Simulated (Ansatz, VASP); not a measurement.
# Zn2N: VASP beside Ansatz

```
Zn N
1.0
     2.59779    0.00000    0.00000
     0.00000    2.59779    0.00000
     0.00000    0.00000    6.35951
Zn N
2 1
Direct
  0.00000 0.00000 0.00000
  0.50000 0.50000 0.50000
  0.50000 0.50000 0.00000
```

Alike in both runs: task relaxation of cell and atoms; functional PBE; k mesh 6 × 6 × 4; occupations gaussian, width 0.1 eV; no spin polarisation.

|  | VASP | Ansatz |
| --- | --- | --- |
| version | VASP 6.6.1 | Ansatz 0.2.0 |
| potentials or method | VASP PAW PBE potentials, release 64 (Zn, N), cutoff 600 eV | scalar-relativistic, plane waves, PAW |
| valence electrons in the cell | 29 | 29 |

```csv
,VASP,Ansatz,Ansatz less VASP
"gap on the k mesh at the Fermi level, each at its own relaxed structure (eV)",none,none,-
relaxed volume (Å³/atom),12.86,12.86,-0.002
relaxed length of the cell vector where the two differ most in proportion (Å),3.980,3.954,-0.0254
```

A gap of «none» marks a metal or a gap that the smearing closes.

The k mesh is coarse, so the values compare programs but aren't converged.
